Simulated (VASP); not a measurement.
# GeSb2Te4 (P1) in VASP: notebook

The runs below take GeSb2Te4 through single point, with PBE.

Everything below comes from runs of VASP 6.6.1. Logs are shortened: lines on timing, memory, paths and dates and some standing lists are left out, and cuts for length are marked.

## 1. The cell of the first run

The typed cell holds 7 atoms: a = 4.298 Å, b = 4.298 Å, c = 14.191 Å, α = 95.21°, β = 91.74°, γ = 60.00°.

## 2. Single point, PBE (the part above a cut slid along it)

INCAR

```
  ALGO = Normal
  EDIFF = 1E-6
  ENCUT = 520
  GGA = PE
  ISIF = 2
  ISMEAR = 0
  LASPH = True
  LCHARG = False
  LREAL = False
  LWAVE = False
  NBANDS = 33
  NELM = 100
  PREC = Accurate
  SIGMA = 0.03
```

KPOINTS

```
k-points
0
Gamma
  9 9 3
```

POSCAR

```
GeSb2Te4
1.0
   -4.2977010893      0.0000000000      0.0000000000
   -2.1488505447     -3.7219183212      0.0000000000
    0.4297701090      1.2406394404     14.1302728042
Ge Sb Te
1 2 4
Direct
    0.4883274815      0.5712625926      0.2073377777
    0.1173930427      0.4259347865      0.7713543595
    0.8030388341      0.9977058295      0.4866674886
    0.8283094258      0.8713528710      0.1076086130
   -0.2240097084      0.1329485421      0.8923956264
    0.4603908087      0.7109459565      0.6263878696
    0.1446103157      0.2898484217      0.3630952651
```

Potentials or basis: VASP PAW PBE potentials, release 64 (Ge_d, Sb, Te).

Command:

```
$ cat potpaw_PBE.64/Ge_d/POTCAR potpaw_PBE.64/Sb/POTCAR potpaw_PBE.64/Te/POTCAR > POTCAR
$ mpirun -np 1 vasp_std > vasp.out
```

OUTCAR:

```text
EDIFF = 1E-6
   ENCUT = 520
   GGA = PE
   ISIF = 2
   ISMEAR = 0
   LASPH = True
   LREAL = False
   NELM = 100
   PREC = Accurate

 ion  position               nearest neighbor table
   1  0.488  0.571  0.207-   4 2.85   4 2.85   4 2.85
   2  0.117  0.426  0.771-   5 3.01   5 3.01   5 3.01   6 3.22   6 3.22   6 3.22
   3  0.803  0.998  0.487-   7 3.03   7 3.03   7 3.03   6 3.17   6 3.17   6 3.17
   4  0.828  0.871  0.108-   1 2.85   1 2.85   1 2.85   5 3.31
   5  0.776  0.133  0.892-   2 3.01   2 3.01   2 3.01   4 3.31
   6  0.460  0.711  0.626-   3 3.17   3 3.17   3 3.17   2 3.22   2 3.22   2 3.22
   7  0.145  0.290  0.363-   3 3.03   3 3.03   3 3.03

  LATTYP: Found a triclinic cell.
 ALAT       =     4.2977010893
 B/A-ratio  =     1.0000000000
 C/A-ratio  =     3.3020308395
 COS(alpha) =     0.0302843931
 COS(beta)  =     0.0908531793
 COS(gamma) =     0.5000000000

  Lattice vectors:

 A1 = (  -2.1488505447,  -3.7219183212,   0.0000000000)
 A2 = (  -4.2977010893,   0.0000000000,   0.0000000000)
 A3 = (  -0.4297701090,  -1.2406394404, -14.1302728042)

Analysis of symmetry for initial positions (statically):
=====================================================================
 Subroutine PRICEL returns:
 Original cell was already a primitive cell.

 Routine SETGRP: Setting up the symmetry group for a
 triclinic supercell.

 Subroutine GETGRP returns: Found  1 space group operations
 (whereof  1 operations were pure point group operations)
 out of a pool of  2 trial point group operations.

The static configuration has the point symmetry C_1 .

Analysis of symmetry for dynamics (positions and initial velocities):
=====================================================================
 Subroutine PRICEL returns:
 Original cell was already a primitive cell.

 Routine SETGRP: Setting up the symmetry group for a
 triclinic supercell.

 Subroutine GETGRP returns: Found  1 space group operations
 (whereof  1 operations were pure point group operations)
 out of a pool of  2 trial point group operations.

The dynamic configuration has the point symmetry C_1 .

 Subroutine INISYM returns: Found  1 space group operations
 (whereof  1 operations are pure point group operations),
 and found     1 'primitive' translations

[... 105 lines left out ...]
   LREAL  =      F    real-space projection
   EDIFFG = 0.1E-04   stopping-criterion for IOM
   NSW    =      0    number of steps for IOM
   IBRION =     -1    ionic relax: 0-MD 1-quasi-New 2-CG
   NFREE  =      0    steps in history (QN), initial steepest desc. (CG)
   ISIF   =      2    stress and relaxation
   ISYM   =      2    0-nonsym 1-usesym 2-fastsym
   POTIM  = 0.5000    time-step for ionic-motion
   TEBEG  =    0.0;   TEEND  =   0.0 temperature during run
   PSTRESS=    0.0 pullay stress
   NELECT =      48.0000    total number of electrons
   NUPDOWN=      -1.0000    fix difference up-down
   EMIN   =  10.00;   EMAX   =-10.00  energy-range for DOS
   EFERMI =   0.00;   METHOD = LEGACY
   ISMEAR =     0;   SIGMA  =   0.03  broadening in eV -4-tet -1-fermi 0-gaus
   EFERMI_NEDOS =   21; number of points for ismear=-14 and -15
   IALGO  =     38    algorithm
   IMIX   =      4    mixing-type and parameters
     AMIX     =   0.40;   BMIX     =  1.00
     AMIX_MAG =   1.60;   BMIX_MAG =  1.00
  volume/ion in A,a.u.               =      32.29       217.90
  Fermi-wavevector in a.u.,A,eV,Ry     =   0.976721  1.845736 12.979750  0.953985
  Thomas-Fermi vector in A             =   2.107363
   LORBIT       =      0    0 simple, 1 ext, 2 COOP (PROOUT), +10 PAW based schemes
   GGA     = PE    functional components
   LHFCALC =     F    Hartree Fock is set to
   AEXX    =    0.0000 exact exchange contribution
   IVDW    =     0    specifies the selected vdW correction
   LEPSILON=     F    determine dielectric tensor
   LRPA    =     F    only Hartree local field effects (RPA)
 non-spin polarized calculation
 Gauss-broadening in eV      SIGMA  =   0.03
  energy-cutoff  :      520.00
  volume of cell :      226.02
 maximum number of plane-waves:      6121
   NGX = 15   NGY = 15   NGZ = 53

 number of electron      48.0000001 magnetization

 Free energy of the ion-electron system (eV)
  ---------------------------------------------------
  ext. energy  EPLUGINS =         0.00000000
  ---------------------------------------------------
  free energy    TOTEN  =       -25.96895985 eV

  energy without entropy =      -25.96895979  energy(sigma->0) =      -25.96895982

 E-fermi :   6.1306     XC(G=0):  -9.1529

 val. band max:        6.0431925307   @ k =   0.0000   0.1111   0.0000
 cond. band min:       6.2179355514   @ k =   0.3333   0.3333   0.3333
 fundamental gap:      0.1747430207
 Fermi energy:         6.1305510310

 k-point     1 :       0.0000    0.0000    0.0000
  band No.  band energies     occupation
      1     -18.8719      2.00000
      2     -18.8676      2.00000
      3     -18.8620      2.00000
      4     -18.8599      2.00000
      5     -18.8577      2.00000
      6      -7.2152      2.00000
[... 853 lines left out ...]
     32       9.0897      0.00000
     33       9.2613      0.00000

 [... further k-points ...]

------------------------ aborting loop because EDIFF is reached ----------------------------------------

  FORCE on cell =-STRESS in cart. coord.  units (eV):
  Direction    XX          YY          ZZ          XY          YZ          ZX
  --------------------------------------------------------------------------------------
  -------------------------------------------------------------------------------------
  Total        0.3441695      0.0735314      1.7583614      0.2602092      0.9810032      0.4753210
  in kB        2.4396605      0.5212305     12.4642206      1.8445043      6.9538833      3.3693334
  external PRESSURE =       5.1417039 kB  Pullay stress =       0.0000000 kB

 VOLUME and BASIS-vectors are now :
 -----------------------------------------------------------------------------
  energy-cutoff  :      520.00
  volume of cell :      226.02
      direct lattice vectors                 reciprocal lattice vectors
    -4.297701089  0.000000000  0.000000000    -0.232682539  0.134339326 -0.004718003
    -2.148850545 -3.721918321  0.000000000     0.000000000 -0.268678653  0.023590014
     0.429770109  1.240639440 14.130272804     0.000000000  0.000000000  0.070770042

 POSITION                                       TOTAL-FORCE (eV/Angst)
 -----------------------------------------------------------------------------------
     -3.23714     -1.86896      2.92974        -0.002763      0.039351      0.128143
     -1.08829     -0.62832     10.89945         0.041999     -0.039939     -0.208963
     -5.38599     -3.10960      6.87674         0.033300      0.041789      0.051954
     -5.38599     -3.10960      1.52054         0.082003      0.157332      0.311334
     -3.23714      0.61232     12.60979        -0.081800     -0.112677     -0.219471
     -3.23714     -1.86896      8.85103        -0.046039     -0.046816     -0.013315
     -1.08829     -0.62832      5.13064        -0.026700     -0.039040     -0.049682
 -----------------------------------------------------------------------------------
    total drift:                               -0.000323     -0.000200      0.001107

  FREE ENERGIE OF THE ION-ELECTRON SYSTEM (eV)
  ---------------------------------------------------
  free  energy   TOTEN  =       -25.9689598499 eV

  energy  without entropy=      -25.9689597919  energy(sigma->0) =      -25.96895982
```

stdout:

```text
POSCAR found type information on POSCAR GeSbTe
 POSCAR found :  3 types and       7 ions
 scaLAPACK will be used
 LDA part: xc-table for (Slater+PW92), standard interpolation
 POSCAR, INCAR and KPOINTS ok, starting setup
 FFT: planning ... GRIDC
 FFT: planning ... GRID_SOFT
 FFT: planning ... GRID
 WAVECAR not read
 entering main loop
```

It took 33 min on 1 thread of Oxide Virtual Turin-like, shared host; peak memory 0.91 GiB.

What came out:

* Free energy: -25.9690 eV
* Pressure: 0.5 GPa
* Largest force: 0.358 eV/Å
* Band gap on the k mesh: 0.17 eV (least direct gap 0.29 eV)

Forces on the atoms (eV/Å):
```
Ge  -0.003  0.039  0.128
Sb   0.042 -0.040 -0.209
Sb   0.033  0.042  0.052
Te   0.082  0.157  0.311
Te  -0.082 -0.113 -0.219
Te  -0.046 -0.047 -0.013
Te  -0.027 -0.039 -0.050
```

Caveat: the cell differs from its parent crystal (the part above a cut slid along it); semilocal functionals underestimate gaps, and a narrow one can read as zero; spin-orbit coupling is left out, which moves the levels of the heavy elements. A k mesh can miss the band edges.

## 3. Single point, PBE (the part above a cut slid along it)

INCAR

```
ALGO = Normal
EDIFF = 1E-7
ENCUT = 520
GGA = PE
ISIF = 2
ISMEAR = 0
LASPH = T
LCHARG = F
LREAL = F
LWAVE = F
NBANDS = 33
NELM = 100
PREC = Accurate
SIGMA = 0.03
```

KPOINTS is that of step 2.

POSCAR

```
GeSb2Te4
1.0
   -4.2977010893      0.0000000000      0.0000000000
   -2.1488505447     -3.7219183212      0.0000000000
    0.8595402179      1.2406394404     14.1302728042
Ge Sb Te
1 2 4
Direct
    0.5090612593      0.5712625926      0.2073377777
    0.1945284787      0.4259347865      0.7713543595
    0.8517055830      0.9977058295      0.4866674886
    0.8390702871      0.8713528710      0.1076086130
   -0.1347701458      0.1329485421      0.8923956264
    0.5230295957      0.7109459565      0.6263878696
    0.1809198422      0.2898484217      0.3630952651
```

Potentials or basis: VASP PAW PBE potentials, release 64 (Ge_d, Sb, Te).

Command:

```
$ cat potpaw_PBE.64/Ge_d/POTCAR potpaw_PBE.64/Sb/POTCAR potpaw_PBE.64/Te/POTCAR > POTCAR
$ mpirun -np 1 vasp_std > vasp.out
```

Wall time 31 min (1 thread of Oxide Virtual Turin-like, shared host); peak memory 0.91 GiB.

It converged, with:

```yaml
Free_energy: -26.0177 eV
Pressure: 0.4 GPa
Largest_force: 0.261 eV/Å
Band_gap_on_the_k_mesh: 0.23 eV (least direct gap 0.29 eV)
```

Forces in eV/Å, atoms in the order of the input:
```
Ge  -0.004  0.026  0.093
Sb   0.068 -0.024 -0.155
Sb   0.050  0.032  0.038
Te   0.118  0.110  0.206
Te  -0.121 -0.078 -0.139
Te  -0.071 -0.036 -0.007
Te  -0.040 -0.029 -0.036
```

Stress tensor (GPa, compression positive):
```
0.21 0.28 0.49
0.28 0.02 0.49
0.49 0.49 0.84
```

Levels at points of the mesh, in eV from the valence-band top:
| k point | band 22 | band 23 | band 24 | band 25 | band 26 | band 27 |
| --- | --- | --- | --- | --- | --- | --- |
| (0.00, 0.00, 0.00) | -1.34 | -1.12 | -0.20 | 0.24 | 0.31 | 0.43 |

Caveat: the cell differs from its parent crystal (the part above a cut slid along it); semilocal functionals underestimate gaps, and a narrow one can read as zero; spin-orbit coupling is left out, which moves the levels of the heavy elements. A k mesh can miss the band edges.
